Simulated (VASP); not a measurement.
# Ta (Im-3m) in VASP: further runs

Ta is run at these levels: LDA; tasks: single point.

Program: VASP 6.6.1. These are calculated values, not measurements. Logs are shortened: lines on timing, memory, paths and dates and some standing lists are left out, and cuts for length are marked.

## (1) The cell of the first run

Symmetry: Im-3m, No. 229, cubic system. The conventional cell has a = 3.219 Å, b = 3.219 Å, c = 3.219 Å, α = 90.00°, β = 90.00°, γ = 90.00°. Ta (site symmetry m-3m) has 14 Ta at 2.79 to 3.22 Å within 3.7 Å.

## (2) Single point, LDA

INCAR

```
SYSTEM = Ta
PREC = Accurate ; ENCUT = 520
EDIFF = 1E-6 ; ISMEAR = 0
SIGMA = 0.1 ; LREAL = .False.
LASPH = .True. ; NELM = 60
ALGO = Normal ; ISIF = 2
LWAVE = .False. ; LCHARG = .True.
GGA = CA ; LELF = .True.
LVHAR = .True. ; NBANDS = 12
```

KPOINTS

```
regular mesh
0
Gamma
  7 7 7
  0 0 0
```

POSCAR

```
Ta
1.0
   -1.6096664213      1.6096664213      1.6096664213
    1.6096664213     -1.6096664213      1.6096664213
    1.6096664213      1.6096664213     -1.6096664213
Ta
1
Direct
    0.0000000000      0.0000000000      0.0000000000
```

Potentials or basis: VASP PAW LDA potentials, release 64 (Ta_pv).

Run with:

```bash
$ cat potpaw_LDA.64/Ta_pv/POTCAR > POTCAR
$ mpirun -np 1 vasp_std > vasp.out
```

OUTCAR:

```text
SYSTEM = Ta
   PREC = Accurate
   ENCUT = 520
   EDIFF = 1E-6
   ISMEAR = 0
   LREAL = .False.
   LASPH = .True.
   NELM = 60
   ISIF = 2
   GGA = CA

 ion  position               nearest neighbor table
   1  0.000  0.000  0.000-

  LATTYP: Found a body centered cubic cell.
 ALAT       =     3.2193328426

  Lattice vectors:

 A1 = (  -1.6096664213,   1.6096664213,   1.6096664213)
 A2 = (   1.6096664213,  -1.6096664213,   1.6096664213)
 A3 = (   1.6096664213,   1.6096664213,  -1.6096664213)

Analysis of symmetry for initial positions (statically):
=====================================================================
 Subroutine PRICEL returns:
 Original cell was already a primitive cell.

 Routine SETGRP: Setting up the symmetry group for a
 body centered cubic supercell.

 Subroutine GETGRP returns: Found 48 space group operations
 (whereof 48 operations were pure point group operations)
 out of a pool of 48 trial point group operations.

The static configuration has the point symmetry O_h .

Analysis of symmetry for dynamics (positions and initial velocities):
=====================================================================
 Subroutine PRICEL returns:
 Original cell was already a primitive cell.

 Routine SETGRP: Setting up the symmetry group for a
 body centered cubic supercell.

 Subroutine GETGRP returns: Found 48 space group operations
 (whereof 48 operations were pure point group operations)
 out of a pool of 48 trial point group operations.

The dynamic configuration has the point symmetry O_h .

 Subroutine INISYM returns: Found 48 space group operations
 (whereof 48 operations are pure point group operations),
 and found     1 'primitive' translations

----------------------------------------------------------------------------------------

                                     Primitive cell

  volume of cell :      16.6828

  direct lattice vectors                    reciprocal lattice vectors
    -1.609666421  1.609666421  1.609666421     0.000000000  0.310623365  0.310623365
     1.609666421 -1.609666421  1.609666421     0.310623365  0.000000000  0.310623365
     1.609666421  1.609666421 -1.609666421     0.310623365  0.310623365  0.000000000

  length of vectors
     2.788024025  2.788024025  2.788024025     0.439287775  0.439287775  0.439287775

  position of ions in fractional coordinates (direct lattice)
     0.000000000  0.000000000  0.000000000

  ion indices of the primitive-cell ions
   primitive index   ion index
                 1           1

----------------------------------------------------------------------------------------

 KPOINTS: regular mesh

Automatic generation of k-mesh.
 Grid dimensions read from file:
 generate k-points for:    7    7    7

 Generating k-lattice:

  Cartesian coordinates                     Fractional coordinates (reciprocal lattice)
     0.000000000  0.044374766  0.044374766     0.142857143  0.000000000  0.000000000
     0.044374766  0.000000000  0.044374766     0.000000000  0.142857143  0.000000000
     0.044374766  0.044374766  0.000000000     0.000000000  0.000000000  0.142857143

  Length of vectors
     0.062755396  0.062755396  0.062755396

  Shift w.r.t. Gamma in fractional coordinates (k-lattice)
     0.000000000  0.000000000  0.000000000

 Subroutine IBZKPT returns following result:
 ===========================================

 Found     20 irreducible k-points:

 Following reciprocal coordinates:
            Coordinates               Weight
  0.000000  0.000000  0.000000      1.000000
  0.142857  0.000000  0.000000     12.000000
  0.285714  0.000000  0.000000     12.000000
  0.428571  0.000000  0.000000     12.000000
  0.142857  0.142857  0.000000     24.000000
  0.285714  0.142857  0.000000     48.000000
[... 12 lines left out ...]
 -0.428571 -0.428571  0.285714      8.000000
 -0.428571  0.428571  0.428571      6.000000
   k-points           NKPTS =     20   k-points in BZ     NKDIM =     20   number of bands    NBANDS=     12
   number of dos      NEDOS =    301   number of ions     NIONS =      1
   total plane-waves  NPLWV =  13824
   dimension x,y,z NGX =    24 NGY =   24 NGZ =   24
   dimension x,y,z NGXF=    48 NGYF=   48 NGZF=   48
   ions per type =               1
   NGX,Y,Z   is equivalent  to a cutoff of  14.31, 14.31, 14.31 a.u.
   NGXF,Y,Z  is equivalent  to a cutoff of  28.62, 28.62, 28.62 a.u.
 SYSTEM =  Ta
   PREC   = accura    normal or accurate (medium, high low for compatibility)
   ISTART =      0    job   : 0-new  1-cont  2-samecut
   ICHARG =      2    charge: 1-file 2-atom 10-const
   ISPIN  =      1    spin polarized calculation?
   LNONCOLLINEAR =      F non collinear calculations
   LSORBIT =      F    spin-orbit coupling
   LASPH  =      T    aspherical Exc in radial PAW
   ENCUT  =  520.0 eV  38.22 Ry    6.18 a.u.   5.18  5.18  5.18*2*pi/ulx,y,z
   NELM   =     60;   NELMIN=  2; NELMDL= -5     # of ELM steps
   EDIFF  = 0.1E-05   stopping-criterion for ELM
   LREAL  =      F    real-space projection
   EDIFFG = 0.1E-04   stopping-criterion for IOM
   NSW    =      0    number of steps for IOM
   IBRION =     -1    ionic relax: 0-MD 1-quasi-New 2-CG
   NFREE  =      0    steps in history (QN), initial steepest desc. (CG)
   ISIF   =      2    stress and relaxation
   ISYM   =      2    0-nonsym 1-usesym 2-fastsym
   POTIM  = 0.5000    time-step for ionic-motion
   TEBEG  =    0.0;   TEEND  =   0.0 temperature during run
   PSTRESS=    0.0 pullay stress
   NELECT =      11.0000    total number of electrons
   NUPDOWN=      -1.0000    fix difference up-down
   EMIN   =  10.00;   EMAX   =-10.00  energy-range for DOS
   EFERMI =   0.00;   METHOD = LEGACY
   ISMEAR =     0;   SIGMA  =   0.10  broadening in eV -4-tet -1-fermi 0-gaus
   EFERMI_NEDOS =   21; number of points for ismear=-14 and -15
   IALGO  =     38    algorithm
   IMIX   =      4    mixing-type and parameters
     AMIX     =   0.40;   BMIX     =  1.00
     AMIX_MAG =   1.60;   BMIX_MAG =  1.00
  volume/ion in A,a.u.               =      16.68       112.58
  Fermi-wavevector in a.u.,A,eV,Ry     =   1.424896  2.692663 27.624299  2.030329
  Thomas-Fermi vector in A             =   2.545338
   LORBIT       =      0    0 simple, 1 ext, 2 COOP (PROOUT), +10 PAW based schemes
   GGA     = CA    functional components
   LHFCALC =     F    Hartree Fock is set to
   AEXX    =    0.0000 exact exchange contribution
   IVDW    =     0    specifies the selected vdW correction
   LEPSILON=     F    determine dielectric tensor
   LRPA    =     F    only Hartree local field effects (RPA)
 non-spin polarized calculation
 Gauss-broadening in eV      SIGMA  =   0.10
  energy-cutoff  :      520.00
  volume of cell :       16.68
 maximum number of plane-waves:       460
 NGX is ok and might be reduce to    24
   NGX = 11   NGY = 11   NGZ = 11

 number of electron      10.9999999 magnetization

 Free energy of the ion-electron system (eV)
  ---------------------------------------------------
  ext. energy  EPLUGINS =         0.00000000
  ---------------------------------------------------
  free energy    TOTEN  =       -12.81879000 eV

  energy without entropy =      -12.81207112  energy(sigma->0) =      -12.81543056

 E-fermi :   5.8674     XC(G=0): -13.1977

 val. band max:        5.7490784822   @ k =   0.2857   0.1429   0.1429
 cond. band min:       5.8916403191   @ k =   0.2857   0.0000   0.0000
 fundamental gap:      0.1425618369
 Fermi energy:         5.8673972847

 k-point     1 :       0.0000    0.0000    0.0000
  band No.  band energies     occupation
      1     -26.5935      2.00000
      2     -26.5935      2.00000
      3     -26.5935      2.00000
      4      -2.0660      2.00000
      5       6.6836      0.00000
      6       6.6836      0.00000
      7       6.6836      0.00000
      8      10.2365      0.00000
      9      10.2365      0.00000
     10      19.9258      0.00000
     11      21.4940      0.00000
     12      21.4940      0.00000

 k-point     2 :       0.1429    0.0000    0.0000
  band No.  band energies     occupation
      1     -26.9070      2.00000
      2     -26.6887      2.00000
      3     -26.5958      2.00000
      4      -1.1091      2.00000
      5       6.0970      0.00117
      6       6.4216      0.00000
      7       7.6616      0.00000
      8       9.5572      0.00000
      9      10.2586      0.00000
     10      19.9252      0.00000
     11      22.2295      0.00000
     12      23.1570      0.00000

 k-point     3 :       0.2857    0.0000    0.0000
  band No.  band energies     occupation
      1     -27.5640      2.00000
      2     -26.8966      2.00000
      3     -26.6014      2.00000
      4       0.8053      2.00000
      5       5.0144      2.00000
      6       5.8916      0.73171
      7       9.7797      0.00000
      8      10.3729      0.00000
      9      10.5546      0.00000
     10      19.9219      0.00000
     11      21.2979      0.00000
     12      23.1368      0.00000

 k-point     4 :       0.4286    0.0000    0.0000
  band No.  band energies     occupation
      1     -28.0513      2.00000
      2     -27.0580      2.00000
      3     -26.6060      2.00000
      4       1.3396      2.00000
      5       4.2984      2.00000
      6       7.5506      0.00000
      7      10.2578      0.00000
      8      11.1407      0.00000
      9      13.7742      0.00000
     10      18.8512      0.00000
     11      19.5528      0.00000
     12      19.9932      0.00000

 k-point     5 :       0.1429    0.1429    0.0000
  band No.  band energies     occupation
      1     -27.3568      2.00000
      2     -26.8076      2.00000
      3     -26.6672      2.00000
      4       0.4647      2.00000
      5       5.4787      2.00000
      6       5.5279      2.00000
      7       9.0950      0.00000
      8       9.7213      0.00000
      9      10.7969      0.00000
     10      19.9236      0.00000
     11      22.9961      0.00000
     12      23.4442      0.00000
[... 168 lines left out ...]
      1     -27.5274      2.00000
      2     -27.2311      2.00000
      3     -27.2311      2.00000
      4       2.9837      2.00000
      5       4.0335      2.00000
      6       7.8517      0.00000
      7       7.8517      0.00000
      8      10.1125      0.00000
      9      11.3268      0.00000
     10      19.9231      0.00000
     11      22.1254      0.00000
     12      25.4771      0.00000

 k-point    18 :      -0.4286    0.4286    0.2857
  band No.  band energies     occupation
      1     -27.7870      2.00000
      2     -27.4083      2.00000
      3     -27.2686      2.00000
      4       2.8537      2.00000
      5       3.3938      2.00000
      6       8.0478      0.00000
      7       8.3911      0.00000
      8      12.9860      0.00000
      9      13.5203      0.00000
     10      19.6458      0.00000
     11      19.9657      0.00000
     12      21.4809      0.00000

 k-point    19 :      -0.4286   -0.4286    0.2857
  band No.  band energies     occupation
      1     -27.6816      2.00000
      2     -27.6816      2.00000
      3     -27.3034      2.00000
      4       2.7113      2.00000
      5       2.7113      2.00000
      6       7.7868      0.00000
      7      11.7477      0.00000
      8      11.7477      0.00000
      9      17.0793      0.00000
     10      17.8322      0.00000
     11      17.8322      0.00000
     12      19.9296      0.00000

 k-point    20 :      -0.4286    0.4286    0.4286
  band No.  band energies     occupation
      1     -27.6507      2.00000
      2     -27.5934      2.00000
      3     -27.5934      2.00000
      4       2.0096      2.00000
      5       2.1494      2.00000
      6      11.5012      0.00000
      7      11.5012      0.00000
      8      12.9182      0.00000
      9      14.1676      0.00000
     10      18.0095      0.00000
     11      18.0095      0.00000
     12      19.9188      0.00000

------------------------ aborting loop because EDIFF is reached ----------------------------------------

  FORCE on cell =-STRESS in cart. coord.  units (eV):
  Direction    XX          YY          ZZ          XY          YZ          ZX
  --------------------------------------------------------------------------------------
  -------------------------------------------------------------------------------------
  Total        1.1499269      1.1499269      1.1499269      0.0000000      0.0000000     -0.0000000
  in kB      110.4366403    110.4366403    110.4366403      0.0000000      0.0000000     -0.0000000
  external PRESSURE =     110.4366403 kB  Pullay stress =       0.0000000 kB

 VOLUME and BASIS-vectors are now :
 -----------------------------------------------------------------------------
  energy-cutoff  :      520.00
  volume of cell :       16.68
      direct lattice vectors                 reciprocal lattice vectors
    -1.609666421  1.609666421  1.609666421     0.000000000  0.310623365  0.310623365
     1.609666421 -1.609666421  1.609666421     0.310623365  0.000000000  0.310623365
     1.609666421  1.609666421 -1.609666421     0.310623365  0.310623365  0.000000000

 POSITION                                       TOTAL-FORCE (eV/Angst)
 -----------------------------------------------------------------------------------
      0.00000      0.00000      0.00000         0.000000      0.000000      0.000000
 -----------------------------------------------------------------------------------
    total drift:                               -0.000000      0.000000      0.000000

  FREE ENERGIE OF THE ION-ELECTRON SYSTEM (eV)
  ---------------------------------------------------
  free  energy   TOTEN  =       -12.8187899960 eV

  energy  without entropy=      -12.8120711216  energy(sigma->0) =      -12.81543056
```

Wall time 2 s (1 thread of Intel Xeon 6975P-C (Granite Rapids), shared host); peak memory 0.12 GiB.

What came out:

| Item | Value |
| --- | --- |
| Free energy | -12.8188 eV |
| Pressure | 11.0 GPa |

Caveat: the k points lie up to 0.39 Å⁻¹ apart; spin-orbit coupling is left out, which moves the levels of the heavy elements.

[end of part 1 of 2]
